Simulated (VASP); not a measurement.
# Ni (P6_3/mmc) in VASP: a series of runs, part 2 of 2

VASP 6.6.1. The steps go on from the part before.

## Step 3: Relaxation of cell and atoms, LDA, collinear spin, ferromagnetic start

This run uses another cell than the first one, of 10.57 Å³/atom.

Contents of INCAR:

```
  ALGO = Normal
  EDIFF = 1E-6
  EDIFFG = -0.01
  ENCUT = 600
  IBRION = 2
  ISIF = 3
  ISMEAR = -1
  ISPIN = 2
  LASPH = T
  LCHARG = F
  LMAXMIX = 4
  LORBIT = 11
  LREAL = F
  LWAVE = F
  MAGMOM = 1 1
  NELM = 150
  NSW = 60
  PREC = Accurate
  SIGMA = 0.05
```

Contents of KPOINTS:

```
k-points
0
Gamma
  12 12 7
```

Contents of POSCAR:

```
Ni
1.0
    2.4480228978      0.0000000000      0.0000000000
   -1.2240114489      2.1200500186      0.0000000000
    0.0000000000      0.0000000000      4.0728075700
Ni
2
Direct
    0.6666666667      0.3333333333      0.7500000000
    0.3333333333      0.6666666667      0.2500000000
```

Potentials or basis: VASP PAW LDA potentials, release 64 (Ni).

Run with:

```console
cat potpaw_LDA.64/Ni/POTCAR > POTCAR
mpirun -np 1 vasp_std > vasp.out
```

Run time: 3.4 min. Hardware: 1 thread of Intel Xeon Platinum 8259CL at 2.50GHz (Skylake/Cascade Lake), shared host; peak memory 0.17 GiB.

Results (log left out):

| Property | Result |
| --- | --- |
| Free energy | -13.1205 eV |
| Relaxed volume | 10.04 Å³/atom |
| Relaxed cell | a = 2.418 Å, b = 2.418 Å, c = 3.968 Å, α = 90.00°, β = 90.00°, γ = 120.00° |
| Space group after relaxing (to 0.1 Å) | P6_3/mmc (No. 194) |
| Energy gained by relaxing | 19.9 meV/atom |
| Ionic steps | 10 |
| Pressure after relaxing | 0.1 GPa |
| Net moment | 1.13 μB per cell |
| Site moments | Ni +0.56 μB |
| Valence electrons inside the program's atomic spheres | Ni 9.47 |

Step by step:
```
step  energy change (eV)  largest force (eV/Å)  pressure (GPa)  volume (Å³)
   1              0.0000                0.0000          -11.09        21.14
   2              0.0148                0.0000           16.48        18.98
   3             -0.0389                0.0000           -0.01        20.10
   4             -0.0389                0.0000            0.27        20.08
   5             -0.0397                0.0000            0.15        20.09
   6             -0.0397                0.0000            0.11        20.09
   7             -0.0397                0.0000            0.11        20.09
   8             -0.0397                0.0000            0.21        20.09
   9             -0.0397                0.0000            0.23        20.09
  10             -0.0397                0.0000            0.10        20.09
```

Final structure:
```
Ni
1.0
     2.41784    0.00000    0.00000
    -1.20892    2.09391    0.00000
     0.00000    0.00000    3.96775
Ni
2
Direct
  0.66667 0.33333 0.75000
  0.33333 0.66667 0.25000
```

Levels at points of the mesh, in eV from the Fermi level:
Spin up:
| k point | band 7 | band 8 | band 9 | band 10 | band 11 | band 12 | band 13 | band 14 | band 15 |
| --- | --- | --- | --- | --- | --- | --- | --- | --- | --- |
| (0.00, 0.00, 0.00) | -2.15 | -1.69 | -1.69 | -0.61 | -0.61 | -0.48 | 6.24 | 23.39 | 25.81 |
| (0.50, 0.00, 0.00) | -2.12 | -0.48 | -0.41 | -0.34 | 1.36 | 3.40 | 9.85 | 10.48 | 13.14 |
Spin down:
| k point | band 6 | band 7 | band 8 | band 9 | band 10 | band 11 | band 12 | band 13 | band 14 | band 15 |
| --- | --- | --- | --- | --- | --- | --- | --- | --- | --- | --- |
| (0.00, 0.00, 0.00) | -1.60 | -1.60 | -1.13 | -1.13 | -0.44 | -0.02 | -0.02 | 6.59 | 23.38 | 25.94 |
| (0.50, 0.00, 0.00) | -1.95 | -1.59 | 0.13 | 0.19 | 0.28 | 1.78 | 3.73 | 10.02 | 10.63 | 13.36 |

## Step 4: Relaxation of cell and atoms, PBE+D4, collinear spin, ferromagnetic start

This run uses another cell than the first one, of 10.57 Å³/atom.

Contents of INCAR:

```
SYSTEM = Ni
PREC = Accurate
ENCUT = 600
EDIFF = 1E-7
ISMEAR = -1
SIGMA = 0.05
LREAL = .FALSE.
LASPH = .TRUE.
NELM = 150
ALGO = Normal
ISIF = 3
LWAVE = .FALSE.
LCHARG = .FALSE.
ISPIN = 2
MAGMOM = 1 1
LORBIT = 11
LMAXMIX = 4
GGA = PE
IVDW = 13
IBRION = 2
NSW = 60
EDIFFG = -0.01
```

Contents of KPOINTS:

```
regular mesh
0
G
  12 12 7
  0 0 0
```

POSCAR is that of step 3.

Potentials or basis: VASP PAW PBE potentials, release 64 (Ni).

Run with:

```console
cat potpaw_PBE.64/Ni/POTCAR > POTCAR
mpirun -np 1 vasp_std > vasp.out
```

Wall time 4.4 min (1 thread of Intel Xeon 8259CL, shared host); peak memory 0.18 GiB.

Results (log left out):

```
Free energy                                           : -11.8221 eV
Relaxed volume                                        : 10.59 Å³/atom
Relaxed cell                                          : a = 2.462 Å, b = 2.462 Å, c = 4.033 Å, α = 90.00°, β = 90.00°, γ = 120.00°
Space group after relaxing (to 0.1 Å)                 : P6_3/mmc (No. 194)
Energy gained by relaxing                             : 1.3 meV/atom
Ionic steps                                           : 6
Pressure after relaxing                               : 0.0 GPa
Net moment                                            : 1.28 μB per cell
Site moments                                          : Ni +0.65 μB
Valence electrons inside the program's atomic spheres : Ni 9.36
Dispersion energy per atom                            : -0.467 eV
```

Step by step:
```tsv
step	energy change (eV)	largest force (eV/Å)	pressure (GPa)	volume (Å³)
1	0.0000	0.0000	0.40	21.14
2	-0.0024	0.0000	-0.39	21.22
3	-0.0025	0.0000	-0.55	21.23
4	-0.0025	0.0000	-0.55	21.23
5	-0.0025	0.0000	0.55	21.12
6	-0.0026	0.0000	0.00	21.18
```

Final structure:
```
Ni
1.0
     2.46238    0.00000    0.00000
    -1.23119    2.13248    0.00000
     0.00000    0.00000    4.03297
Ni
2
Direct
  0.66667 0.33333 0.75000
  0.33333 0.66667 0.25000
```

Levels at points of the mesh, in eV from the Fermi level:
Spin up:
| k point | band 9 | band 10 | band 11 | band 12 | band 13 | band 14 |
| --- | --- | --- | --- | --- | --- | --- |
| (0.00, 0.00, 0.00) | -1.72 | -0.74 | -0.74 | -0.40 | 5.80 | 22.82 |
| (0.50, 0.00, 0.00) | -0.55 | -0.51 | 1.17 | 3.11 | 9.48 | 10.06 |
Spin down:
| k point | band 6 | band 7 | band 8 | band 9 | band 10 | band 11 | band 12 | band 13 | band 14 | band 15 |
| --- | --- | --- | --- | --- | --- | --- | --- | --- | --- | --- |
| (0.00, 0.00, 0.00) | -1.44 | -1.44 | -1.04 | -1.04 | -0.46 | -0.02 | -0.02 | 6.21 | 22.69 | 25.00 |
| (0.50, 0.00, 0.00) | -1.80 | -1.42 | 0.15 | 0.18 | 0.28 | 1.66 | 3.50 | 9.60 | 10.19 | 12.77 |

## Step 5: Single point, r2SCAN, collinear spin, ferromagnetic start

This run uses another cell than the first one, of 10.36 Å³/atom.

Contents of POSCAR:

```
Ni
1.0
    2.4315927189      0.0000000000      0.0000000000
   -1.2157963594      2.1058210663      0.0000000000
    0.0000000000      0.0000000000      4.0454724674
Ni
2
Direct
    0.6666666667      0.3333333333      0.7500000000
    0.3333333333      0.6666666667      0.2500000000
```

Contents of INCAR.step1:

```
SYSTEM = Ni
PREC = Accurate
ENCUT = 520
ISMEAR = -1
SIGMA = 0.05
LREAL = .FALSE.
LASPH = .TRUE.
NELM = 150
ISPIN = 2
MAGMOM = 1 1
LMAXMIX = 4
NBANDS = 21
GGA = PE
ALGO = Normal
EDIFF = 1E-4
LWAVE = .TRUE.
LCHARG = .FALSE.
```

Contents of INCAR.step2:

```
SYSTEM = Ni
PREC = Accurate
ENCUT = 520
EDIFF = 1E-7
ISMEAR = -1
SIGMA = 0.05
LREAL = .FALSE.
LASPH = .TRUE.
NELM = 150
ALGO = Normal
ISIF = 2
LWAVE = .FALSE.
LCHARG = .FALSE.
ISPIN = 2
MAGMOM = 1 1
LORBIT = 11
LMAXMIX = 4
METAGGA = R2SCAN
LMIXTAU = .TRUE.
NBANDS = 21
ISTART = 1
```

Contents of KPOINTS:

```
Automatic mesh
0
G
  12 12 7
  0 0 0
```

Potentials or basis: VASP PAW PBE potentials, release 64 (Ni).

Run with:

```console
cat potpaw_PBE.64/Ni/POTCAR > POTCAR
cp INCAR.step1 INCAR
mpirun -np 1 vasp_std > vasp.out
cp INCAR.step2 INCAR
mpirun -np 1 vasp_std > vasp.out
```

OUTCAR:

```text
SYSTEM = Ni
   PREC = Accurate
   ENCUT = 520
   EDIFF = 1E-7
   ISMEAR = -1
   LREAL = .FALSE.
   LASPH = .TRUE.
   NELM = 150
   ISIF = 2
   ISPIN = 2
   LORBIT = 11
   METAGGA = R2SCAN
   ISTART = 1

 ion  position               nearest neighbor table
   1  0.667  0.333  0.750-   2 2.46   2 2.46   2 2.46   2 2.46   2 2.46   2 2.46
   2  0.333  0.667  0.250-   1 2.46   1 2.46   1 2.46   1 2.46   1 2.46   1 2.46

  LATTYP: Found a hexagonal cell.
 ALAT       =     2.4315927189
 C/A-ratio  =     1.6637130207

  Lattice vectors:

 A1 = (   2.4315927189,   0.0000000000,   0.0000000000)
[... 1369 lines left out ...]

 VOLUME and BASIS-vectors are now :
 -----------------------------------------------------------------------------
  energy-cutoff  :      520.00
  volume of cell :       20.71
      direct lattice vectors                 reciprocal lattice vectors
     2.431592719  0.000000000  0.000000000     0.411253082  0.237437078  0.000000000
    -1.215796359  2.105821066  0.000000000     0.000000000  0.474874155  0.000000000
     0.000000000  0.000000000  4.045472467     0.000000000  0.000000000  0.247189916

 POSITION                                       TOTAL-FORCE (eV/Angst)
 -----------------------------------------------------------------------------------
      1.21580      0.70194      3.03410        -0.000000     -0.000000      0.000000
     -0.00000      1.40388      1.01137         0.000000      0.000000      0.000000
 -----------------------------------------------------------------------------------
    total drift:                               -0.000000      0.000000     -0.000000

  FREE ENERGIE OF THE ION-ELECTRON SYSTEM (eV)
  ---------------------------------------------------
  free  energy   TOTEN  =       -23.8078511686 eV

  energy  without entropy=      -23.7814280693  energy(sigma->0) =      -23.79463962

 total charge

# of ion       s       p       d       tot
------------------------------------------
    1        0.533   0.562   8.345   9.440
    2        0.533   0.562   8.345   9.440
--------------------------------------------------
tot          1.067   1.123  16.690  18.880

 magnetization (x)

# of ion       s       p       d       tot
------------------------------------------
    1       -0.008  -0.042   0.768   0.719
    2       -0.008  -0.042   0.768   0.719
--------------------------------------------------
tot         -0.016  -0.084   1.537   1.438
```

Run time: 11 min. Hardware: 1 thread of AMD EPYC, shared host; peak memory 0.14 GiB.

Results:

- Free energy: -23.8079 eV
- Pressure: 4.3 GPa
- Net moment: 1.40 μB per cell
- Site moments: Ni +0.72 μB
- Valence electrons inside the program's atomic spheres: Ni 9.44

Levels at points of the mesh, in eV from the Fermi level:
Spin up:
| k point | band 7 | band 8 | band 9 | band 10 | band 11 | band 12 | band 13 | band 14 | band 15 | band 16 |
| --- | --- | --- | --- | --- | --- | --- | --- | --- | --- | --- |
| (0.00, 0.00, 0.00) | -2.61 | -1.97 | -1.97 | -1.00 | -1.00 | -0.66 | 5.78 | 24.08 | 26.53 | 26.67 |
| (0.50, 0.00, 0.00) | -2.60 | -0.99 | -0.87 | -0.83 | 1.04 | 3.20 | 9.86 | 10.55 | 12.96 | 14.22 |
Spin down:
```
           k point  band 7  band 8  band 9  band 10  band 11  band 12
(0.00, 0.00, 0.00)   -1.46   -1.14   -1.14    -0.85    -0.11    -0.11
(0.50, 0.00, 0.00)   -1.36    0.07    0.29     0.42     1.87     3.79
```

Caveat: the cell stands under pressure; the PAW data sets were made with another functional, which shifts forces and pressure a little.

## Step 6: Overview

| task | level | potentials or basis | cell | cutoff (eV) | gap on the mesh (eV) | pressure (GPa) | moment (μB) | relaxed volume (Å³/atom) |
| --- | --- | --- | --- | --- | --- | --- | --- | --- |
| single point | LDA | VASP PAW LDA potentials, release 64 (Ni) | a = 2.421, b = 2.421, c = 3.967 Å, angles 90.0, 90.0, 120.0°, 2 atoms | 520 | none | -0.3 | 1.13 | - |
| relaxation of cell and atoms | LDA | VASP PAW LDA potentials, release 64 (Ni) | relaxed from a = 2.448, b = 2.448, c = 4.073 Å, angles 90.0, 90.0, 120.0°, 2 atoms | 600 | none | 0.1 | 1.13 | 10.04 |
| relaxation of cell and atoms | PBE+D4 | VASP PAW PBE potentials, release 64 (Ni) | relaxed from a = 2.448, b = 2.448, c = 4.073 Å, angles 90.0, 90.0, 120.0°, 2 atoms | 600 | none | 0.0 | 1.28 | 10.59 |
| single point | r2SCAN | VASP PAW PBE potentials, release 64 (Ni) | a = 2.432, b = 2.432, c = 4.045 Å, angles 90.0, 90.0, 120.0°, 2 atoms | 520 | none | 4.3 | 1.40 | - |

Alike in all rows: spin collinear, ferromagnetic start; k mesh 12 × 12 × 7; smearing fermi-dirac 0.05 eV.

Caveats: the cell stands under pressure (at least some runs); the PAW data sets were made with another functional, which shifts forces and pressure a little (at least some runs).

Absolute energies hang on the potentials; compare differences alone.
